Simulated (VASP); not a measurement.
Ge4Pd:

```
Ge Pd
1.0
    -2.91437    2.91437    2.91437
     2.91437   -2.91437    2.91437
     2.91437    2.91437   -2.91437
Ge Pd
4 1
Cartesian
  1.4572 1.4572 1.4572
  1.4572 1.4572 -1.4572
  1.4572 -1.4572 1.4572
  -1.4572 1.4572 1.4572
  0.0000 0.0000 0.0000
```

| Property | Result |
| --- | --- |
| Program | VASP 6.6.1 |
| Task | relaxation of cell and atoms |
| Functional | PBE |
| Potentials or basis | VASP PAW PBE potentials, release 64 (Ge_d, Pd) |
| Cutoff | 600 eV |
| k mesh | 4 × 4 × 4 |
| Occupations | gaussian, width 0.1 eV |
| Spin | no spin polarisation |

At the start: pressure 5.1 GPa; volume 19.80 Å³/atom.

Problem. Where does the relaxation end?

Solution. Over 3 steps the energy falls by 22.0 meV/atom and the volume is 21.28 Å³/atom (+7.4 %); space group Im-3m (No. 229, to 0.05 Å).

The path:
```
step  energy change (eV)  largest force (eV/Å)  pressure (GPa)  volume (Å³)
   1              0.0000                0.0000            5.13        99.01
   2             -0.1029                0.0000           -1.00       108.37
   3             -0.1100                0.0000            0.01       106.38
```

Final structure:
```
Ge Pd
1.0
    -2.98494    2.98494    2.98494
     2.98494   -2.98494    2.98494
     2.98494    2.98494   -2.98494
Ge Pd
4 1
Direct
  0.50000 0.50000 0.50000
  0.00000 0.00000 0.50000
  0.00000 0.50000 0.00000
  0.50000 0.00000 0.00000
  0.00000 0.00000 0.00000
```

Caveat: the k points lie up to 0.37 Å⁻¹ apart in the final cell.
